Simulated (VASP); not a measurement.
A run of VASP 6.6.1 is set up as follows.

INCAR

```
  PREC = Accurate
  ENCUT = 520
  EDIFF = 1E-7
  ISMEAR = 0
  SIGMA = 0.15
  LREAL = F
  LASPH = T
  NELM = 100
  ALGO = Normal
  ISIF = 2
  LWAVE = F
  LCHARG = T
  GGA = PE
  LELF = T
  LVHAR = T
  NBANDS = 46
```

KPOINTS

```
Automatic mesh
0
Gamma
  10 10 10
```

The input POSCAR:

```
InAs
1.0
    6.1867593201      0.0000000000      0.0000000000
    0.0000000000     -6.1867593201      0.0000000000
    0.0000000000      0.0000000000     -6.1867593201
In As
4 4
Direct
    0.0000000000      0.0000000000      0.0000000000
    0.5000000000      0.5000000000      0.0000000000
    0.5000000000      0.0000000000      0.5000000000
    0.0000000000      0.5000000000      0.5000000000
    0.7500000000      0.7500000000      0.7500000000
    0.2500000000      0.2500000000      0.7500000000
    0.2500000000      0.7500000000      0.2500000000
    0.7500000000      0.2500000000      0.2500000000
```

Potentials or basis: VASP PAW PBE potentials, release 64 (In_d, As).

Launch:

```sh
$ cat potpaw_PBE.64/In_d/POTCAR potpaw_PBE.64/As/POTCAR > POTCAR
$ mpirun -np 1 vasp_std > vasp.out
```

Question: Estimate the pressure.

Answer: 0.0 GPa.

Question: Predict the band gap on the k mesh.

Answer: Zero (filled and empty bands touch).

Caveat: semilocal functionals underestimate gaps, and a narrow one can read as zero; spin-orbit coupling is left out, which moves the levels of the heavy elements.
